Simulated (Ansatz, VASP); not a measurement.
Hg in VASP and in Ansatz

```
CELL_PARAMETERS angstrom
5.78088 0.00000 0.00000
0.00000 5.78088 0.00000
0.00000 0.00000 5.78088
ATOMIC_POSITIONS crystal
Hg 0.00000 0.00000 0.00000
Hg 0.50000 0.50000 0.50000
Hg 0.25000 0.00000 0.50000
Hg 0.75000 0.00000 0.50000
Hg 0.50000 0.25000 0.00000
Hg 0.50000 0.75000 0.00000
Hg 0.00000 0.50000 0.25000
Hg 0.00000 0.50000 0.75000
```

Alike in both runs: functional PBEsol; k mesh 5 × 5 × 5; occupations fermi-dirac, width 0.1 eV; no spin polarisation.

Ansatz relaxed the structure, and its values are those at the end. VASP's run is a single point on that final structure, the one shown.

```csv
,VASP,Ansatz
version,VASP 6.6.1,Ansatz 0.2.0
potentials or method,"VASP PAW PBE potentials, release 64 (Hg), cutoff 520 eV","plane waves (420 eV) with PAW, scalar-relativistic"
valence electrons in the cell,96,160
```

|  | VASP | Ansatz | Ansatz less VASP |
| --- | --- | --- | --- |
| pressure (GPa) | 0.3 | 0.0 | -0.34 |

VASP's potentials were made for PBE, not for PBEsol, and Ansatz warns of the same on its side. With one functional, cell and mesh, what is left measures potentials, basis and numerics. VASP's potentials hold 96 valence electrons a cell and Ansatz's 160, so a difference there can come from the potentials and not from the codes.

Spin-orbit coupling is off throughout.
